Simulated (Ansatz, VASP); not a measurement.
# Li: VASP beside Ansatz

```
CELL_PARAMETERS angstrom
6.98000 0.00000 0.00000
0.00000 6.98000 0.00000
0.00000 0.00000 6.98000
ATOMIC_POSITIONS crystal
Li 0.00670 0.99077 0.02071
Li 0.51791 0.97507 0.00119
Li 0.99877 0.49634 0.02329
Li 0.03323 0.94891 0.45262
Li 0.27302 0.25033 0.27286
Li 0.61148 0.55535 0.02857
Li 0.46067 0.00700 0.55444
Li 0.74140 0.23076 0.27540
Li 0.98236 0.52461 0.45754
Li 0.28930 0.71486 0.23676
Li 0.11192 0.23519 0.67295
Li 0.49451 0.49098 0.53380
Li 0.70946 0.78914 0.31075
Li 0.74525 0.23841 0.74546
Li 0.25145 0.71988 0.76869
Li 0.78293 0.76860 0.73412
Li 0.36775 0.31766 0.90240
```

Alike in both runs: functional PBE; k mesh 2 × 2 × 2; occupations fermi-dirac, width 0.05 eV; no spin polarisation.

Ansatz relaxed the structure, and its values are those at the end. VASP's run is a single point on that final structure, the one shown.

|  | VASP | Ansatz |
| --- | --- | --- |
| version | VASP 6.6.1 | Ansatz 0.2.0 |
| potentials or method | VASP PAW PBE potentials, release 64 (Li_sv), cutoff 520 eV | scalar-relativistic, plane waves, PAW |
| valence electrons in the cell | 51 | 51 |

Ansatz gave:

| Quantity | Value |
| --- | --- |
| rms of the force components (eV/Å) | 0.026 |

**Question.** What did VASP give for the same quantities?

**Answer.** rms of the force components (eV/Å): 0.027.

With one functional, cell and mesh, what is left measures potentials, basis and numerics.

The k mesh is coarse, so the values compare programs but aren't converged. Noted on VASP's run: the cutoff is short for stress, so the pressure is rough.
